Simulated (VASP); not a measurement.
A run of VASP 6.6.1:

INCAR

```
PREC = Accurate ; ENCUT = 520
EDIFF = 1E-6 ; ISMEAR = -1
SIGMA = 0.03 ; LREAL = F
LASPH = T ; NELM = 100
ALGO = Normal ; ISIF = 2
LWAVE = F ; LCHARG = F
GGA = PE ; NBANDS = 16
```

Contents of KPOINTS:

```
regular mesh
0
Gamma
  9 9 9
```

Contents of POSCAR:

```
CdS
1.0
    0.0000000000      2.9670733132      2.9670733132
    2.9670733132      0.0000000000      2.9670733132
    2.9670733132      2.9670733132      0.0000000000
Cd S
1 1
Direct
    0.0000000000      0.0000000000      0.0000000000
    0.7500000000      0.7500000000      0.7500000000
```

Potentials or basis: VASP PAW PBE potentials, release 64 (Cd, S).

The run is started by

```sh
$ cat potpaw_PBE.64/Cd/POTCAR potpaw_PBE.64/S/POTCAR > POTCAR
$ mpirun -np 1 vasp_std > vasp.out
```

Hardware: 1 thread of Intel Xeon 8259CL, on a shared host.

Task: Estimate the wall time of this run.

Result: It took 26 s on 1 thread of Intel Xeon 8259CL (shared host), peak memory 0.19 GiB. Counts: scf iterations 13, k points 35.
